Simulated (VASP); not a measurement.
# TiTe2 (P-3m1) in VASP: further runs

The runs below take TiTe2 through relaxation of shape and atoms at fixed volume, with PBE+D3(BJ), r2SCAN+rVV10.

All numbers are computed with VASP 6.6.1; they aren't measurements. Logs are shortened: lines on timing, memory, paths and dates and some standing lists are left out, and cuts for length are marked.

## Step 1: The cell of the first run

The structure is trigonal, space group P-3m1 (No. 164). The conventional cell has a = 3.762 Å, b = 3.762 Å, c = 6.549 Å, α = 90.00°, β = 90.00°, γ = 120.00°. Within 3.6 Å of Ti (site symmetry -3m) lie 6 Te at 2.77 Å. Within 3.6 Å of Te (site symmetry 3m) lie 3 Ti at 2.77 Å.

## Step 2: Relaxation of shape and atoms at fixed volume, PBE+D3(BJ)

INCAR

```
SYSTEM = TiTe2
ALGO     = Normal         ! electronic algorithm
EDIFF    = 1E-6           ! SCF threshold, eV
EDIFFG   = -0.02          ! ionic threshold
ENCUT    = 600            ! plane-wave cutoff, eV
GGA      = PE             ! functional
IBRION   = 2              ! ionic algorithm
ISIF     = 4              ! what is computed and relaxed
ISMEAR   = 0              ! smearing method
IVDW     = 12             ! dispersion correction
LASPH    = .True.         ! aspherical terms in the spheres
LCHARG   = .False.        ! write CHGCAR
LREAL    = .False.        ! projectors in reciprocal space
LWAVE    = .False.        ! write WAVECAR
NELM     = 80             ! most SCF steps
NSW      = 60             ! ionic steps
PREC     = Accurate       ! precision mode
SIGMA    = 0.05           ! smearing width, eV
```

KPOINTS

```
k-points
0
Gamma
  8 8 4
  0 0 0
```

POSCAR

```
TiTe2
1.0
    3.7623956869      0.0000000000      0.0000000000
   -1.8811978435      3.2583302440      0.0000000000
    0.0000000000      0.0000000000      6.5485409933
Ti Te
1 2
Direct
    0.0000000000      0.0000000000      0.0000000000
    0.3333333333      0.6666666667      0.2622674887
    0.6666666667      0.3333333333      0.7377325113
```

Potentials or basis: VASP PAW PBE potentials, release 64 (Ti_sv, Te).

Run with:

```
cat potpaw_PBE.64/Ti_sv/POTCAR potpaw_PBE.64/Te/POTCAR > POTCAR
mpirun -np 1 vasp_std > vasp.out
```

OUTCAR:

```text
SYSTEM = TiTe2
   EDIFF = 1E-6
   EDIFFG = -0.02
   ENCUT = 600
   GGA = PE
   IBRION = 2
   ISIF = 4
   ISMEAR = 0
   IVDW = 12
   LASPH = .True.
   LREAL = .False.
   NELM = 80
   NSW = 60
   PREC = Accurate
 IVDW          = 12

 ion  position               nearest neighbor table
   1  0.000  0.000  0.000-   2 2.77   3 2.77   3 2.77   2 2.77   3 2.77   2 2.77
   2  0.333  0.667  0.262-   1 2.77   1 2.77   1 2.77
   3  0.667  0.333  0.738-   1 2.77   1 2.77   1 2.77

  LATTYP: Found a hexagonal cell.
 ALAT       =     3.7623956869
 C/A-ratio  =     1.7405242665

  Lattice vectors:

 A1 = (   3.7623956869,   0.0000000000,   0.0000000000)
 A2 = (  -1.8811978435,   3.2583302440,   0.0000000000)
 A3 = (   0.0000000000,   0.0000000000,   6.5485409933)

Analysis of symmetry for initial positions (statically):
=====================================================================
 Subroutine PRICEL returns:
 Original cell was already a primitive cell.

 Routine SETGRP: Setting up the symmetry group for a
 hexagonal supercell.

 Subroutine GETGRP returns: Found 12 space group operations
 (whereof 12 operations were pure point group operations)
 out of a pool of 24 trial point group operations.

The static configuration has the point symmetry D_3d.

Analysis of symmetry for dynamics (positions and initial velocities):
=====================================================================
 Subroutine PRICEL returns:
 Original cell was already a primitive cell.

 Routine SETGRP: Setting up the symmetry group for a
 hexagonal supercell.

 Subroutine GETGRP returns: Found 12 space group operations
 (whereof 12 operations were pure point group operations)
 out of a pool of 24 trial point group operations.

The dynamic configuration has the point symmetry D_3d.

 Subroutine INISYM returns: Found 12 space group operations
 (whereof 12 operations are pure point group operations),
 and found     1 'primitive' translations

----------------------------------------------------------------------------------------

                                     Primitive cell

  volume of cell :      80.2794

  direct lattice vectors                    reciprocal lattice vectors
     3.762395687  0.000000000  0.000000000     0.265788100  0.153452831  0.000000000
    -1.881197844  3.258330244  0.000000000     0.000000000  0.306905662  0.000000000
     0.000000000  0.000000000  6.548540993     0.000000000  0.000000000  0.152705771

  length of vectors
     3.762395687  3.762395687  6.548540993     0.306905662  0.306905662  0.152705771

  position of ions in fractional coordinates (direct lattice)
     0.000000000  0.000000000  0.000000000
     0.333333333  0.666666667  0.262267489
     0.666666667  0.333333333  0.737732511

  ion indices of the primitive-cell ions
   primitive index   ion index
                 1           1
                 2           2
                 3           3

----------------------------------------------------------------------------------------

 KPOINTS: k-points

Automatic generation of k-mesh.
 Grid dimensions read from file:
 generate k-points for:    8    8    4

 Generating k-lattice:

  Cartesian coordinates                     Fractional coordinates (reciprocal lattice)
     0.033223512  0.019181604  0.000000000     0.125000000  0.000000000  0.000000000
     0.000000000  0.038363208  0.000000000     0.000000000  0.125000000  0.000000000
     0.000000000  0.000000000  0.038176443     0.000000000  0.000000000  0.250000000

  Length of vectors
     0.038363208  0.038363208  0.038176443

  Shift w.r.t. Gamma in fractional coordinates (k-lattice)
     0.000000000  0.000000000  0.000000000

 Subroutine IBZKPT returns following result:
 ===========================================

 Found     35 irreducible k-points:

 Following reciprocal coordinates:
            Coordinates               Weight
  0.000000  0.000000  0.000000      1.000000
  0.125000  0.000000  0.000000      6.000000
  0.250000  0.000000  0.000000      6.000000
  0.375000  0.000000  0.000000      6.000000
  0.500000  0.000000  0.000000      3.000000
  0.125000  0.125000  0.000000      6.000000
[... 16 lines left out ...]
 -0.125000  0.500000  0.250000     12.000000
  0.250000  0.250000  0.250000     12.000000
 [... further k-points ...]
   k-points           NKPTS =     35   k-points in BZ     NKDIM =     35   number of bands    NBANDS=     16
   number of dos      NEDOS =    301   number of ions     NIONS =      3
   total plane-waves  NPLWV =  48600
   dimension x,y,z NGX =    30 NGY =   30 NGZ =   54
   dimension x,y,z NGXF=    60 NGYF=   60 NGZF=  108
   ions per type =               1   2
   NGX,Y,Z   is equivalent  to a cutoff of  13.26, 13.26, 13.71 a.u.
   NGXF,Y,Z  is equivalent  to a cutoff of  26.51, 26.51, 27.42 a.u.
 SYSTEM =  TiTe2
   PREC   = accura    normal or accurate (medium, high low for compatibility)
   ISTART =      0    job   : 0-new  1-cont  2-samecut
   ICHARG =      2    charge: 1-file 2-atom 10-const
   ISPIN  =      1    spin polarized calculation?
   LNONCOLLINEAR =      F non collinear calculations
   LSORBIT =      F    spin-orbit coupling
   LASPH  =      T    aspherical Exc in radial PAW
   ENCUT  =  600.0 eV  44.10 Ry    6.64 a.u.   7.51  7.51 13.08*2*pi/ulx,y,z
   NELM   =     80;   NELMIN=  2; NELMDL= -5     # of ELM steps
   EDIFF  = 0.1E-05   stopping-criterion for ELM
   LREAL  =      F    real-space projection
   EDIFFG = -.2E-01   stopping-criterion for IOM
   NSW    =     60    number of steps for IOM
   IBRION =      2    ionic relax: 0-MD 1-quasi-New 2-CG
   NFREE  =      1    steps in history (QN), initial steepest desc. (CG)
   ISIF   =      4    stress and relaxation
   ISYM   =      2    0-nonsym 1-usesym 2-fastsym
   POTIM  = 0.5000    time-step for ionic-motion
   TEBEG  =    0.0;   TEEND  =   0.0 temperature during run
   PSTRESS=    0.0 pullay stress
   NELECT =      24.0000    total number of electrons
   NUPDOWN=      -1.0000    fix difference up-down
   EMIN   =  10.00;   EMAX   =-10.00  energy-range for DOS
   EFERMI =   0.00;   METHOD = LEGACY
   ISMEAR =     0;   SIGMA  =   0.05  broadening in eV -4-tet -1-fermi 0-gaus
   EFERMI_NEDOS =   21; number of points for ismear=-14 and -15
   IALGO  =     38    algorithm
   IMIX   =      4    mixing-type and parameters
     AMIX     =   0.40;   BMIX     =  1.00
     AMIX_MAG =   1.60;   BMIX_MAG =  1.00
  volume/ion in A,a.u.               =      26.76       180.58
  Fermi-wavevector in a.u.,A,eV,Ry     =   1.094655  2.068598 16.303443  1.198269
  Thomas-Fermi vector in A             =   2.230964
   LORBIT       =      0    0 simple, 1 ext, 2 COOP (PROOUT), +10 PAW based schemes
   GGA     = PE    functional components
   LHFCALC =     F    Hartree Fock is set to
   AEXX    =    0.0000 exact exchange contribution
   IVDW    =    12    specifies the selected vdW correction
   LEPSILON=     F    determine dielectric tensor
   LRPA    =     F    only Hartree local field effects (RPA)
 conjugate gradient relaxation of ions
 non-spin polarized calculation
 Gauss-broadening in eV      SIGMA  =   0.05
  energy-cutoff  :      600.00
  volume of cell :       80.28
 maximum number of plane-waves:      2714
   NGX = 15   NGY = 15   NGZ = 27

 number of electron      24.0000004 magnetization

 Free energy of the ion-electron system (eV)
  ---------------------------------------------------
  ext. energy  EPLUGINS =         0.00000000
  ---------------------------------------------------
  free energy    TOTEN  =       -16.21127178 eV

  energy without entropy =      -16.20919604  energy(sigma->0) =      -16.21023391

 E-fermi :   6.7978     XC(G=0):  -9.8574

 val. band max:        6.7829313791   @ k =   0.1250   0.0000   0.0000
 cond. band min:       6.8079863165   @ k =   0.0000   0.1250   0.2500
 fundamental gap:      0.0250549374
 Fermi energy:         6.7977768377

 k-point     1 :       0.0000    0.0000    0.0000
  band No.  band energies     occupation
      1     -50.6529      2.00000
      2     -26.9085      2.00000
      3     -26.9085      2.00000
      4     -26.8761      2.00000
      5      -5.5879      2.00000
      6      -4.1284      2.00000
[... 8 lines left out ...]
     15       7.9338      0.00000
     16       9.9085      0.00000

 k-point     2 :       0.1250    0.0000    0.0000
  band No.  band energies     occupation
      1     -50.6525      2.00000
      2     -26.9149      2.00000
      3     -26.9100      2.00000
      4     -26.8747      2.00000
      5      -5.4143      2.00000
      6      -4.0365      2.00000
[... 8 lines left out ...]
     15       8.1180      0.00000
     16       9.5411      0.00000

 k-point     3 :       0.2500    0.0000    0.0000
  band No.  band energies     occupation
      1     -50.6514      2.00000
      2     -26.9302      2.00000
      3     -26.9135      2.00000
      4     -26.8711      2.00000
      5      -4.9293      2.00000
      6      -3.8056      2.00000
[... 8 lines left out ...]
     15       8.0907      0.00000
     16       9.7122      0.00000

 k-point     4 :       0.3750    0.0000    0.0000
  band No.  band energies     occupation
      1     -50.6503      2.00000
      2     -26.9454      2.00000
      3     -26.9170      2.00000
      4     -26.8676      2.00000
      5      -4.2711      2.00000
      6      -3.5964      2.00000
[... 8 lines left out ...]
     15       8.2469      0.00000
     16       9.5504      0.00000

 k-point     5 :       0.5000    0.0000    0.0000
  band No.  band energies     occupation
      1     -50.6498      2.00000
      2     -26.9517      2.00000
      3     -26.9184      2.00000
      4     -26.8661      2.00000
      5      -3.8086      2.00000
      6      -3.6314      2.00000
[... 8 lines left out ...]
     15       8.3243      0.00000
     16       9.2311      0.00000

 k-point     6 :       0.1250    0.1250    0.0000
  band No.  band energies     occupation
      1     -50.6517      2.00000
      2     -26.9250      2.00000
      3     -26.9132      2.00000
      4     -26.8722      2.00000
      5      -5.0843      2.00000
      6      -3.8735      2.00000
[... 8 lines left out ...]
     15       8.2175      0.00000
     16       9.3257      0.00000
[... 267 lines left out ...]
 k-point    21 :      -0.1250    0.3750    0.2500
  band No.  band energies     occupation
      1     -50.6506      2.00000
      2     -26.9386      2.00000
      3     -26.9183      2.00000
      4     -26.8686      2.00000
      5      -4.4142      2.00000
      6      -3.7617      2.00000
[... 8 lines left out ...]
     15       8.4483      0.00000
     16       8.8170      0.00000

 k-point    22 :       0.3750    0.1250    0.2500
  band No.  band energies     occupation
      1     -50.6498      2.00000
      2     -26.9482      2.00000
      3     -26.9219      2.00000
      4     -26.8661      2.00000
      5      -3.8093      2.00000
      6      -3.6420      2.00000
[... 8 lines left out ...]
     15       8.2186      0.00000
     16       9.2548      0.00000

 k-point    23 :      -0.1250    0.5000    0.2500
  band No.  band energies     occupation
      1     -50.6498      2.00000
      2     -26.9482      2.00000
      3     -26.9219      2.00000
      4     -26.8661      2.00000
      5      -3.9015      2.00000
      6      -3.5325      2.00000
[... 8 lines left out ...]
     15       8.3309      0.00000
     16       9.0458      0.00000

 k-point    24 :       0.2500    0.2500    0.2500
  band No.  band energies     occupation
      1     -50.6498      2.00000
      2     -26.9434      2.00000
      3     -26.9268      2.00000
      4     -26.8661      2.00000
      5      -3.8997      2.00000
      6      -3.5619      2.00000
[... 8 lines left out ...]
     15       8.1682      0.00000
     16       8.8840      0.00000

 [... further k-points ...]

------------------------ aborting loop because EDIFF is reached ----------------------------------------

 Edisp (eV)   -1.47457

 E8    (eV) :    -0.6838

  FORCE on cell =-STRESS in cart. coord.  units (eV):
  Direction    XX          YY          ZZ          XY          YZ          ZX
  --------------------------------------------------------------------------------------
  -------------------------------------------------------------------------------------
  Total      -0.99891    -0.99891    -0.99901     0.00000     0.00000     0.00000
  in kB     -19.93583   -19.93583   -19.93780     0.00000     0.00000     0.00000
  external pressure =      -19.94 kB  Pullay stress =        0.00 kB

 VOLUME and BASIS-vectors are now :
 -----------------------------------------------------------------------------
  energy-cutoff  :      600.00
  volume of cell :       80.28
      direct lattice vectors                 reciprocal lattice vectors
     3.762395687  0.000000000  0.000000000     0.265788100  0.153452831  0.000000000
    -1.881197844  3.258330244  0.000000000     0.000000000  0.306905662  0.000000000
     0.000000000  0.000000000  6.548540993     0.000000000  0.000000000  0.152705771

 POSITION                                       TOTAL-FORCE (eV/Angst)
 -----------------------------------------------------------------------------------
      0.00000      0.00000      0.00000        -0.000000      0.000000      0.000000
     -0.00000      2.17222      1.71747         0.000000      0.000000      0.012779
      1.88120      1.08611      4.83107         0.000000      0.000000     -0.012779
 -----------------------------------------------------------------------------------
    total drift:                                0.000000     -0.000000     -0.000000

  FREE ENERGIE OF THE ION-ELECTRON SYSTEM (eV)
  ---------------------------------------------------
  free  energy   TOTEN  =       -17.6858418813 eV

  energy  without entropy=      -17.6837661384  energy(sigma->0) =      -17.68480401

 reached required accuracy - stopping structural energy minimisation
```

It took 1.8 min on 1 thread of Intel Xeon 8259CL, shared host; peak memory 0.25 GiB.

Results:

| Quantity | Value |
| --- | --- |
| Free energy | -17.6858 eV |
| Pressure after relaxing | -2.0 GPa |
| Largest force after relaxing | 0.013 eV/Å |
| Band gap on the k mesh | zero (bands 12 and 13 overlap by 0.69 eV) |
| Dispersion energy per atom | -0.492 eV |

Forces in eV/Å, atoms in the order of the input:
```
Ti   0.000  0.000  0.000
Te   0.000  0.000  0.013
Te   0.000  0.000 -0.013
```

Final structure:
```xyz
3
Lattice="3.7624 0.0000 0.0000 -1.8812 3.2583 0.0000 0.0000 0.0000 6.5485" Properties=species:S:1:pos:R:3 pbc="T T T"
Ti    0.0000    0.0000    0.0000
Te    0.0000    2.1722    1.7175
Te    1.8812    1.0861    4.8311
```

Caveat: the relaxation stopped at its first step, so nothing moved; spin-orbit coupling is left out, which moves the levels of the heavy elements.

(Part 1 of 2 ends here.)

The gap in the log of VASP goes by the Fermi energy; the results here count the filled bands.